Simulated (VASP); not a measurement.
A run of VASP 6.6.1 is set up as follows.

File INCAR:

```
SYSTEM = Fe
ALGO = Normal
EDIFF = 1E-6
ENCUT = 520
GGA = PS
ISIF = 2
ISMEAR = -1
ISPIN = 2
LASPH = .TRUE.
LCHARG = .FALSE.
LMAXMIX = 4
LORBIT = 11
LREAL = .FALSE.
LWAVE = .FALSE.
MAGMOM = 3.8
NBANDS = 14
NELM = 150
NUPDOWN = 3.8
PREC = Accurate
SIGMA = 0.05
```

Contents of KPOINTS:

```
k-points
0
G
  11 11 11
  0 0 0
```

POSCAR

```
Fe
1.0
   -1.4430000000      1.4430000000      1.4430000000
    1.4430000000     -1.4430000000      1.4430000000
    1.4430000000      1.4430000000     -1.4430000000
Fe
1
Direct
    0.0000000000      0.0000000000      0.0000000000
```

Potentials or basis: VASP PAW PBE potentials, release 64 (Fe).

Launch:

```console
$ cat potpaw_PBE.64/Fe/POTCAR > POTCAR
$ mpirun -np 1 vasp_std > vasp.out
```

Q: Estimate the pressure.

A: 31.1 GPa.

Caveat: the PAW data sets were made with another functional, which shifts forces and pressure a little; the total moment is fixed, so each spin has its own Fermi level.
